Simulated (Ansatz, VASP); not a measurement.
## One calculation of PbSe, two programs

```
Pb Se
1.0
     0.00000    3.04160    3.04160
     3.04160    0.00000    3.04160
     3.04160    3.04160    0.00000
Pb Se
1 1
Direct
  0.00000 0.00000 0.00000
  0.50000 0.50000 0.50000
```

Change from the starting cell: volume scaled by 0.98, PAW files.

Alike in both runs: task electric field gradients; functional PBE; k mesh 9 × 9 × 9; occupations fermi-dirac, width 0.01 eV; no spin polarisation.

|  | VASP | Ansatz |
| --- | --- | --- |
| version | VASP 6.6.1 | Ansatz 0.2.0 |
| potentials or method | VASP PAW PBE potentials, release 64 (Pb_d, Se) | PAW with Ansatz's default frozen-core files, scalar-relativistic |
| plane-wave cutoff (eV) | 520 | 420 |
| valence electrons in the cell | 20 | 30 |

```tsv
	VASP	Ansatz	Ansatz less VASP
pressure (GPa)	3.5	3.5	+0.01
```

With one functional, cell and mesh, what is left measures potentials, basis and numerics. VASP's potentials hold 20 valence electrons a cell and Ansatz's 30, so a difference there can come from the potentials and not from the codes.

Neither program's run includes spin-orbit coupling.
